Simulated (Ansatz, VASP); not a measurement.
**Al2Ru: VASP beside Ansatz**

```
CELL_PARAMETERS angstrom
0.00000 3.79003 4.50124
2.23569 0.00000 4.50124
2.23569 3.79003 0.00000
ATOMIC_POSITIONS crystal
Al 0.07905 0.42095 0.07905
Al 0.42095 0.07905 0.42095
Al 0.17095 0.82905 0.17095
Al 0.82905 0.17095 0.82905
Ru 0.75000 0.75000 0.75000
Ru 0.50000 0.50000 0.50000
```

Change from the starting cell: strain -0.050 along x and y, +0.025 along z, atoms carried along.

Alike in both runs: task single point; functional r2SCAN; k mesh 10 × 10 × 10; occupations gaussian, width 0.03 eV; no spin polarisation.

|  | VASP | Ansatz |
| --- | --- | --- |
| version | VASP 6.6.1 | Ansatz 0.2.0 |
| potentials or method | VASP PAW PBE potentials, release 64 (Al, Ru_pv), cutoff 520 eV | scalar-relativistic, plane waves, PAW |
| valence electrons in the cell | 40 | 44 |

Ansatz gave:

* gap on the k mesh at the Fermi level (eV): none
* pressure (GPa): 17.7
* traceless stress, the component that is largest in VASP (GPa): -17.68
* rms of the force components (eV/Å): 0.166

Question: Which values does VASP return?

Answer: gap on the k mesh at the Fermi level (eV): none; pressure (GPa): 17.6; traceless stress, the component that is largest in VASP (GPa): -17.65; rms of the force components (eV/Å): 0.169.

VASP's potentials were made for PBE, not for r2SCAN. Atom by atom the forces differ by 0.004 eV/Å (rms over components). A gap of «none» marks a metal or a gap that the smearing closes. VASP's potentials hold 40 valence electrons a cell and Ansatz's 44, so a difference there can come from the potentials and not from the codes.
